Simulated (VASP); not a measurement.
Input of a VASP 6.6.1 run:

INCAR

```
ALGO = Normal
EDIFF = 1E-7
ENCUT = 520
GGA = CA
ISIF = 2
ISMEAR = -1
LASPH = T
LCHARG = T
LELF = T
LREAL = F
LVHAR = T
LWAVE = F
NBANDS = 13
NELM = 80
PREC = Accurate
SIGMA = 0.1
```

The input KPOINTS:

```
k-points
0
Gamma
  28 28 16
```

The input POSCAR:

```
O
1.0
    2.1825469823      0.0000000000      0.0000000000
   -1.0912734912      1.8901411317      0.0000000000
    0.0000000000      0.0000000000      2.4433094643
O
2
Direct
    0.3333333333      0.6666666667      0.2500000000
    0.6666666667      0.3333333333      0.7500000000
```

Potentials or basis: VASP PAW LDA potentials, release 64 (O).

Command:

```console
$ cat potpaw_LDA.64/O/POTCAR > POTCAR
$ mpirun -np 1 vasp_std > vasp.out
```

(1) Estimate the pressure.

(2) Estimate the band gap on the k mesh.

Answers

(1) 166.1 GPa.

(2) zero (bands 6 and 7 overlap by 3.18 eV).

Caveat: the cell stands under pressure.
